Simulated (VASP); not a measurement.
# BaTiO3 (R3m) in VASP: a series of runs, part 2 of 2

VASP 6.6.1.

### 3 Single point, r2SCAN+U (strain +0.000 along x and y, -0.050 along z)

Input file POSCAR:

```
BaTiO3
1.0
    2.8368974874      1.6378835280      2.2049439350
   -2.8368974874      1.6378835280      2.2049439350
    0.0000000000     -3.2757670560      2.2049439350
Ba Ti O
1 1 3
Direct
    0.9999656897      0.9999656897      0.9999656897
    0.5077048750      0.5077048750      0.5077048750
    0.4922539385      0.4922539385      0.9865215584
    0.4922539385      0.9865215584      0.4922539385
    0.9865215584      0.4922539385      0.4922539385
```

Input file INCAR.step1:

```
PREC     = Accurate       # precision mode
ENCUT    = 520            # plane-wave cutoff, eV
ISMEAR   = 0              # smearing method
SIGMA    = 0.05           # smearing width, eV
LREAL    = False          # projectors in reciprocal space
LASPH    = True           # aspherical terms in the spheres
NELM     = 150            # most SCF steps
LMAXMIX  = 4              # l up to which the mixer works
LDAU     = True           # DFT+U
LDAUTYPE = 2            
LDAUL    = -1 2 -1        # shell
LDAUU    = 0 4 0          # U, eV
LDAUJ    = 0 0 0        
NBANDS   = 28             # bands
GGA      = PE             # functional
ALGO     = Normal         # electronic algorithm
EDIFF    = 1E-4           # SCF threshold, eV
LWAVE    = True           # write WAVECAR
LCHARG   = False          # write CHGCAR
```

Input file INCAR.step2:

```
PREC     = Accurate       # precision mode
ENCUT    = 520            # plane-wave cutoff, eV
EDIFF    = 1E-7           # SCF threshold, eV
ISMEAR   = 0              # smearing method
SIGMA    = 0.05           # smearing width, eV
LREAL    = False          # projectors in reciprocal space
LASPH    = True           # aspherical terms in the spheres
NELM     = 150            # most SCF steps
ALGO     = Normal         # electronic algorithm
ISIF     = 2              # what is computed and relaxed
LWAVE    = False          # write WAVECAR
LCHARG   = True           # write CHGCAR
LMAXMIX  = 4              # l up to which the mixer works
LDAU     = True           # DFT+U
LDAUTYPE = 2            
LDAUL    = -1 2 -1        # shell
LDAUU    = 0 4 0          # U, eV
LDAUJ    = 0 0 0        
LDAUPRINT= 1            
METAGGA  = R2SCAN         # meta-GGA
LMIXTAU  = True         
LELF     = True           # ELF
LVHAR    = True         
NBANDS   = 28             # bands
ISTART   = 1
```

Input file KPOINTS:

```
regular mesh
0
Gamma
  6 6 6
```

Potentials or basis: VASP PAW PBE potentials, release 64 (Ba_sv, Ti_sv, O).

The run is started by

```
cat potpaw_PBE.64/Ba_sv/POTCAR potpaw_PBE.64/Ti_sv/POTCAR potpaw_PBE.64/O/POTCAR > POTCAR
cp INCAR.step1 INCAR
mpirun -np 1 vasp_std > vasp.out
cp INCAR.step2 INCAR
mpirun -np 1 vasp_std > vasp.out
```

Wall time 2.3 min (1 thread of Intel Xeon Platinum 8488C (Sapphire Rapids), shared host); peak memory 0.21 GiB.

Results (log left out):

| Quantity | Value |
| --- | --- |
| Free energy | -71.3622 eV |
| Pressure | 14.7 GPa |
| Largest force | 0.980 eV/Å |
| Band gap on the k mesh | 2.86 eV (least direct gap 3.01 eV) |

Forces in eV/Å, atoms in the order of the input:
```
Ba   0.000  0.000 -0.063
Ti   0.000  0.000 -0.980
O    0.000 -0.418  0.348
O   -0.362  0.209  0.348
O    0.362  0.209  0.348
```

Stress tensor (GPa, compression positive):
```
10.01  0.00  0.00
 0.00 10.01  0.00
 0.00  0.00 24.17
```

Levels at points of the mesh, in eV from the valence-band top:
```tsv
k point	band 18	band 19	band 20	band 21	band 22	band 23
(0.00, 0.00, 0.00)	-0.40	-0.40	-0.15	2.86	3.00	3.00
(0.50, 0.00, 0.00)	-1.67	-1.08	-0.80	3.17	4.60	4.63
(0.50, 0.50, 0.00)	-0.99	-0.87	-0.14	4.59	4.73	5.13
(0.50, 0.50, 0.50)	-0.08	-0.08	0.00	5.23	5.44	5.44
```

Eigenvalues of the final occupation matrices:
```
    site  spin  trace               eigenvalues
site 2 d     1   0.80  0.10 0.10 0.10 0.25 0.25
site 2 d     2   0.80  0.10 0.10 0.10 0.25 0.25
```

Caveat: the cell differs from its parent crystal (strain +0.000 along x and y, -0.050 along z); the cell stands under pressure; the PAW data sets were made with another functional, which shifts forces and pressure a little; spin-orbit coupling is left out, which moves the levels of the heavy elements.

### 4 Single point, r2SCAN+U (strain -0.025 along x and y, +0.025 along z)

POSCAR: that of step 3 with these lines changed.

```diff
@@ -2,5 +2,5 @@
 1.0
-    2.8368974874      1.6378835280      2.2049439350
-   -2.8368974874      1.6378835280      2.2049439350
-    0.0000000000     -3.2757670560      2.2049439350
+    2.7659750502      1.5969364398      2.3790184562
+   -2.7659750502      1.5969364398      2.3790184562
+    0.0000000000     -3.1938728796      2.3790184562
 Ba Ti O
```

Input file INCAR.step1:

```
SYSTEM = BaTiO3
  ALGO = Normal
  EDIFF = 1E-4
  ENCUT = 520
  GGA = PE
  ISMEAR = 0
  LASPH = .True.
  LCHARG = .False.
  LDAU = .True.
  LDAUJ = 0 0 0
  LDAUL = -1 2 -1
  LDAUTYPE = 2
  LDAUU = 0 4 0
  LMAXMIX = 4
  LREAL = .False.
  LWAVE = .True.
  NBANDS = 28
  NELM = 150
  PREC = Accurate
  SIGMA = 0.05
```

Input file INCAR.step2:

```
SYSTEM = BaTiO3
  ALGO = Normal
  EDIFF = 1E-7
  ENCUT = 520
  ISIF = 2
  ISMEAR = 0
  ISTART = 1
  LASPH = .True.
  LCHARG = .False.
  LDAU = .True.
  LDAUJ = 0 0 0
  LDAUL = -1 2 -1
  LDAUPRINT = 1
  LDAUTYPE = 2
  LDAUU = 0 4 0
  LMAXMIX = 4
  LMIXTAU = .True.
  LREAL = .False.
  LWAVE = .False.
  METAGGA = R2SCAN
  NBANDS = 28
  NELM = 150
  PREC = Accurate
  SIGMA = 0.05
```

Input file KPOINTS:

```
k-points
0
Gamma
  6 6 6
  0 0 0
```

Potentials or basis: VASP PAW PBE potentials, release 64 (Ba_sv, Ti_sv, O).

The run is started by

```
cat potpaw_PBE.64/Ba_sv/POTCAR potpaw_PBE.64/Ti_sv/POTCAR potpaw_PBE.64/O/POTCAR > POTCAR
cp INCAR.step1 INCAR
mpirun -np 1 vasp_std > vasp.out
cp INCAR.step2 INCAR
mpirun -np 1 vasp_std > vasp.out
```

OUTCAR:

```text
SYSTEM = BaTiO3
   EDIFF = 1E-7
   ENCUT = 520
   ISIF = 2
   ISMEAR = 0
   ISTART = 1
   LASPH = .True.
   LREAL = .False.
   METAGGA = R2SCAN
   NELM = 150
   PREC = Accurate

 ion  position               nearest neighbor table
   1  1.000  1.000  1.000-   5 2.77   4 2.77   4 2.77   5 2.77   3 2.77   3 2.77   3 2.82   4 2.82
                             5 2.82   3 2.91   4 2.91   5 2.91   2 3.39   2 3.39   2 3.39   2 3.43
   2  0.508  0.508  0.508-   3 1.90   4 1.90   5 1.90   3 2.08   4 2.08   5 2.08   1 3.39   1 3.39
[... 991 lines left out ...]
  -------------------------------------------------------------------------------------
  Total        5.5410046      5.5410046      0.0443071      0.0000000      0.0000000      0.0000000
  in kB      140.8037233    140.8037233      1.1258982      0.0000000      0.0000000      0.0000000
  external PRESSURE =      94.2444483 kB  Pullay stress =       0.0000000 kB

 VOLUME and BASIS-vectors are now :
 -----------------------------------------------------------------------------
  energy-cutoff  :      520.00
  volume of cell :       63.05
      direct lattice vectors                 reciprocal lattice vectors
     2.765975050  1.596936440  2.379018456     0.180768080  0.104366500  0.140113807
    -2.765975050  1.596936440  2.379018456    -0.180768080  0.104366500  0.140113807
     0.000000000 -3.193872880  2.379018456     0.000000000 -0.208733000  0.140113807

 POSITION                                       TOTAL-FORCE (eV/Angst)
 -----------------------------------------------------------------------------------
      0.00000      0.00000      7.13681         0.000000     -0.000000     -0.006258
      0.00000      0.00000      3.62352         0.000000     -0.000000     -0.653350
      0.00000     -1.57863      4.68912         0.000000     -0.446379      0.219869
     -1.36713      0.78931      4.68912        -0.386576      0.223190      0.219869
      1.36713      0.78931      4.68912         0.386576      0.223190      0.219869
 -----------------------------------------------------------------------------------
    total drift:                               -0.000000      0.000000      0.018746

  FREE ENERGIE OF THE ION-ELECTRON SYSTEM (eV)
  ---------------------------------------------------
  free  energy   TOTEN  =       -71.4752745665 eV

  energy  without entropy=      -71.4752745665  energy(sigma->0) =      -71.47527457
```

OUTCAR.step1:

```text
SYSTEM = BaTiO3
   EDIFF = 1E-4
   ENCUT = 520
   GGA = PE
   ISMEAR = 0
[... 984 lines left out ...]
      0.00000      0.00000      3.62352         0.000000      0.000000     -0.598605
      0.00000     -1.57863      4.68912         0.000000     -0.452320      0.198339
     -1.36713      0.78931      4.68912        -0.391721      0.226160      0.198339
      1.36713      0.78931      4.68912         0.391721      0.226160      0.198339
 -----------------------------------------------------------------------------------
    total drift:                               -0.000000      0.000000     -0.004768

  FREE ENERGIE OF THE ION-ELECTRON SYSTEM (eV)
  ---------------------------------------------------
  free  energy   TOTEN  =       -37.0979386342 eV

  energy  without entropy=      -37.0979386342  energy(sigma->0) =      -37.09793863
```

It took 2.4 min on 1 thread of Intel Xeon Platinum 8488C (Sapphire Rapids), shared host; peak memory 0.21 GiB.

Results:

| Item | Value |
| --- | --- |
| Free energy | -71.4753 eV |
| Pressure | 9.4 GPa |
| Largest force | 0.653 eV/Å |
| Band gap on the k mesh | 2.86 eV (least direct gap 3.06 eV) |

Forces in eV/Å, atoms in the order of the input:
```
Ba   0.000  0.000 -0.006
Ti   0.000  0.000 -0.653
O    0.000 -0.446  0.220
O   -0.387  0.223  0.220
O    0.387  0.223  0.220
```

Eigenvalues of the final occupation matrices:
```csv
site,spin,trace,eigenvalues
site 2 d,1,0.79,0.10 0.10 0.10 0.24 0.24
site 2 d,2,0.79,0.10 0.10 0.10 0.24 0.24
```

Caveat: the cell differs from its parent crystal (strain -0.025 along x and y, +0.025 along z); the cell stands under pressure; the PAW data sets were made with another functional, which shifts forces and pressure a little; spin-orbit coupling is left out, which moves the levels of the heavy elements.

### 5 Single point, r2SCAN+U (strain -0.025 along x and y, +0.050 along z)

POSCAR: that of step 4 with these lines changed.

```diff
@@ -2,5 +2,5 @@
 1.0
-    2.7659750502      1.5969364398      2.3790184562
-   -2.7659750502      1.5969364398      2.3790184562
-    0.0000000000     -3.1938728796      2.3790184562
+    2.7659750502      1.5969364398      2.4370432966
+   -2.7659750502      1.5969364398      2.4370432966
+    0.0000000000     -3.1938728796      2.4370432966
 Ba Ti O
```

Input file INCAR.step1:

```
SYSTEM = BaTiO3
PREC = Accurate ; ENCUT = 520
ISMEAR = 0 ; SIGMA = 0.05
LREAL = .False. ; LASPH = .True.
NELM = 150 ; LMAXMIX = 4
LDAU = .True. ; LDAUTYPE = 2
LDAUL = -1 2 -1 ; LDAUU = 0 4 0
LDAUJ = 0 0 0 ; NBANDS = 28
GGA = PE ; ALGO = Normal
EDIFF = 1E-4 ; LWAVE = .True.
LCHARG = .False.
```

Input file INCAR.step2:

```
SYSTEM = BaTiO3
PREC = Accurate ; ENCUT = 520
EDIFF = 1E-6 ; ISMEAR = 0
SIGMA = 0.05 ; LREAL = .False.
LASPH = .True. ; NELM = 150
ALGO = Normal ; ISIF = 2
LWAVE = .False. ; LCHARG = .False.
LMAXMIX = 4 ; LDAU = .True.
LDAUTYPE = 2 ; LDAUL = -1 2 -1
LDAUU = 0 4 0 ; LDAUJ = 0 0 0
LDAUPRINT = 1 ; METAGGA = R2SCAN
LMIXTAU = .True. ; NBANDS = 28
ISTART = 1
```

Input file KPOINTS:

```
Automatic mesh
0
Gamma
  6 6 6
  0 0 0
```

The run is started by

```
cat potpaw_PBE.64/Ba_sv/POTCAR potpaw_PBE.64/Ti_sv/POTCAR potpaw_PBE.64/O/POTCAR > POTCAR
cp INCAR.step1 INCAR
mpirun -np 1 vasp_std > vasp.out
cp INCAR.step2 INCAR
mpirun -np 1 vasp_std > vasp.out
```

Wall time 2.1 min (1 thread of Intel Xeon Platinum 8488C (Sapphire Rapids), shared host); peak memory 0.21 GiB.

Results (log left out):

```
Free energy            : -71.4383 eV
Pressure               : 4.8 GPa
Largest force          : 0.371 eV/Å
Band gap on the k mesh : 2.71 eV (least direct gap 2.90 eV)
```

Forces on the atoms (eV/Å):
```
Ba   0.000  0.000  0.030
Ti   0.000  0.000 -0.371
O    0.000 -0.347  0.114
O   -0.301  0.174  0.114
O    0.301  0.174  0.114
```

Stress tensor (GPa, compression positive):
```
11.31  0.00  0.00
 0.00 11.31  0.00
 0.00  0.00 -8.08
```

Levels at points of the mesh, in eV from the valence-band top:
| k point | band 18 | band 19 | band 20 | band 21 | band 22 | band 23 |
| --- | --- | --- | --- | --- | --- | --- |
| (0.00, 0.00, 0.00) | -0.71 | -0.18 | -0.18 | 2.71 | 2.71 | 3.05 |
| (0.50, 0.00, 0.00) | -1.61 | -1.18 | -0.69 | 3.00 | 4.30 | 4.41 |
| (0.50, 0.50, 0.00) | -1.04 | -0.85 | -0.12 | 4.33 | 4.43 | 4.82 |
| (0.50, 0.50, 0.50) | -0.12 | 0.00 | 0.00 | 5.01 | 5.01 | 5.10 |

Eigenvalues of the final occupation matrices:
| site | spin | trace | eigenvalues |
| --- | --- | --- | --- |
| site 2 d | 1 | 0.77 | 0.10 0.10 0.10 0.24 0.24 |
| site 2 d | 2 | 0.77 | 0.10 0.10 0.10 0.24 0.24 |

Caveat: the cell differs from its parent crystal (strain -0.025 along x and y, +0.050 along z); the cell stands under pressure; the PAW data sets were made with another functional, which shifts forces and pressure a little; spin-orbit coupling is left out, which moves the levels of the heavy elements. A k mesh can miss the band edges.

### 6 Summary

| cell | gap on the mesh (eV) | pressure (GPa) | largest force (eV/Å) |
| --- | --- | --- | --- |
| a = 3.953 Å, angles 86.0°, 5 atoms | 2.73 | 16.6 | 0.78 |
| a = 3.949 Å, angles 91.9°, 5 atoms | 2.86 | 14.7 | 0.98 |
| a = 3.983 Å, angles 88.0°, 5 atoms | 2.86 | 9.4 | 0.65 |
| a = 4.017 Å, angles 87.0°, 5 atoms | 2.71 | 4.8 | 0.37 |

Alike in all rows: task single point; level r2SCAN+U; potentials or basis VASP PAW PBE potentials, release 64 (Ba_sv, Ti_sv, O); no spin polarisation; Ti d U = 4.0 eV; k mesh 6 × 6 × 6; cutoff (eV) 520; smearing gaussian 0.05 eV.

Caveats: the cell stands under pressure; the PAW data sets were made with another functional, which shifts forces and pressure a little; spin-orbit coupling is left out, which moves the levels of the heavy elements.

Total energies depend on the potentials used, so only differences within one code and one set of settings carry meaning.
